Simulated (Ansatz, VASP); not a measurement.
**Rh in VASP and in Ansatz**

Contents of POSCAR:

```
Rh
1.0
    4.3270890076      0.0000000000      0.0000000000
   -2.1635445038      3.7473690050      0.0000000000
    0.0000000000      0.0000000000      2.6581377019
Rh
3
Direct
    0.0000000000      1.0000000000      0.0000000000
    0.3333333333      0.6666666667      0.5000000000
    0.6666666667      0.3333333333      0.5000000000
```

Contents of INCAR.step1:

```
SYSTEM = Rh
PREC     = Accurate       ! precision mode
ENCUT    = 520            ! plane-wave cutoff, eV
ISMEAR   = -1             ! smearing method
SIGMA    = 0.05           ! smearing width, eV
LREAL    = .False.        ! projectors in reciprocal space
LASPH    = .True.         ! aspherical terms in the spheres
NELM     = 150            ! most SCF steps
ISPIN    = 2              ! spin polarisation
MAGMOM   = 1.176 0.873 0.873 ! initial moments
LMAXMIX  = 4              ! l up to which the mixer works
NBANDS   = 34             ! bands
GGA      = PE             ! functional
ALGO     = Normal         ! electronic algorithm
EDIFF    = 1E-4           ! SCF threshold, eV
LWAVE    = .True.         ! write WAVECAR
LCHARG   = .False.        ! write CHGCAR
```

INCAR.step2

```
SYSTEM = Rh
PREC     = Accurate       ! precision mode
ENCUT    = 520            ! plane-wave cutoff, eV
EDIFF    = 1E-7           ! SCF threshold, eV
ISMEAR   = -1             ! smearing method
SIGMA    = 0.05           ! smearing width, eV
LREAL    = .False.        ! projectors in reciprocal space
LASPH    = .True.         ! aspherical terms in the spheres
NELM     = 150            ! most SCF steps
ALGO     = Normal         ! electronic algorithm
ISIF     = 2              ! what is computed and relaxed
LWAVE    = .False.        ! write WAVECAR
LCHARG   = .False.        ! write CHGCAR
ISPIN    = 2              ! spin polarisation
MAGMOM   = 1.176 0.873 0.873 ! initial moments
LORBIT   = 11             ! projections on sites
LMAXMIX  = 4              ! l up to which the mixer works
METAGGA  = R2SCAN         ! meta-GGA
LMIXTAU  = .True.       
NBANDS   = 34             ! bands
ISTART   = 1
```

KPOINTS

```
regular mesh
0
Gamma
  11 11 16
  0 0 0
```

Input for Ansatz:

```yaml
crystal:
  lattice:
    - [4.327089118, 0.0, 0.0]
    - [-2.163544559, 3.7473691006, 0.0]
    - [0.0, 0.0, 2.658137726]
  atoms:
    - { symbol: Rh, position: [1.0, 1.0, 0.0], spin: 1.176 }
    - { symbol: Rh, position: [0.3333333333, 0.6666666667, 0.5], spin: 0.873 }
    - { symbol: Rh, position: [0.6666666667, 0.3333333333, 0.5], spin: 0.873 }
hamiltonian:
  xc: r2scan
  pseudopotentials:
    kind: paw
    azcp:
      Rh: "pseudopotentials/Rh.paw.azcp"
basis:
  ecutwfc: 500
  fft_grid_basis: typed
kpoints:
  mp_grid: { grid: [11, 11, 16], shift: [0, 0, 0] }
magnetization:
  spin_polarized: true
scf:
  occupations: { method: fermi_dirac, width: 0.05 }
```

Alike in both runs: task single point; functional r2SCAN; k mesh 11 × 11 × 16; occupations fermi-dirac, width 0.05 eV; collinear spin.

```csv
,VASP,Ansatz
version,VASP 6.6.1,Ansatz 0.2.0
potentials or method,"VASP PAW PBE potentials, release 64 (Rh_pv), cutoff 520 eV","plane waves (500 eV) with PAW, scalar-relativistic"
valence electrons in the cell,45,51
```

```csv
,VASP,Ansatz,Ansatz less VASP
net moment per atom (μB),0.00,0.91,+0.914
size of the moment on the site where the two differ most (μB),0.00,1.14,+1.137
```

The net moments are unlike, so the other rows may belong to different states. VASP's potentials were made for PBE, not for r2SCAN. Site moments also hang on the region over which each program counts them. VASP's potentials hold 45 valence electrons a cell and Ansatz's 51, so a difference there can come from the potentials and not from the codes. Ansatz's warnings: stability check not made.
